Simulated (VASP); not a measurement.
The system is GaIr5.

```
Ga Ir
1.0
     2.71800    0.00000    0.00000
    -1.35900    2.35386    0.00000
     0.00000    0.00000   13.32000
Ga Ir
1 5
Direct
  0.00000 0.00000 0.00000
  0.33333 0.66667 0.16667
  0.66667 0.33333 0.33333
  0.66667 0.33333 0.83333
  0.33333 0.66667 0.66667
  0.00000 0.00000 0.50000
```

| Item | Value |
| --- | --- |
| Program | VASP 6.6.1 |
| Task | relaxation of cell and atoms |
| Functional | PBE |
| Potentials or basis | VASP PAW PBE potentials, release 64 (Ga_d, Ir) |
| Cutoff | 600 eV |
| k mesh | 7 × 7 × 2 |
| Occupations | gaussian, width 0.2 eV |
| Spin | no spin polarisation |

At the start: pressure 8.2 GPa; volume 14.20 Å³/atom.

Problem. Where does the relaxation end?

Solution. Over 9 steps the energy falls by 29.0 meV/atom and the volume is 14.48 Å³/atom (+2.0 %); space group P-3m1 (No. 164, to 0.1 Å) before and after.

The path:
```csv
step,energy change (eV),largest force (eV/Å),pressure (GPa),volume (Å³)
1,0.0000,0.9118,8.17,85.22
2,0.3511,0.2088,-19.45,94.42
3,-0.0986,0.6529,-2.38,88.01
4,-0.0987,0.6599,-2.05,87.92
5,-0.1413,0.4736,0.60,87.01
6,-0.1414,0.4785,0.50,87.03
7,-0.1690,0.2545,-0.05,87.03
8,-0.1702,0.2532,-0.12,87.03
9,-0.1738,0.0501,0.22,86.91
```

Final structure:
```
CELL_PARAMETERS angstrom
2.75928 0.00000 0.00000
-1.37964 2.38960 0.00000
0.00000 0.00000 13.18085
ATOMIC_POSITIONS crystal
Ga 0.00000 0.00000 0.00000
Ir 0.33333 0.66667 0.15980
Ir 0.66667 0.33333 0.33168
Ir 0.66667 0.33333 0.84020
Ir 0.33333 0.66667 0.66832
Ir 0.00000 0.00000 0.50000
```

Caveat: the k points lie up to 0.38 Å⁻¹ apart in the final cell; the highest band is partly filled, so the run has too few bands; the relaxation stopped at a loose force limit of 0.08 eV/Å, so its end isn't a converged minimum.
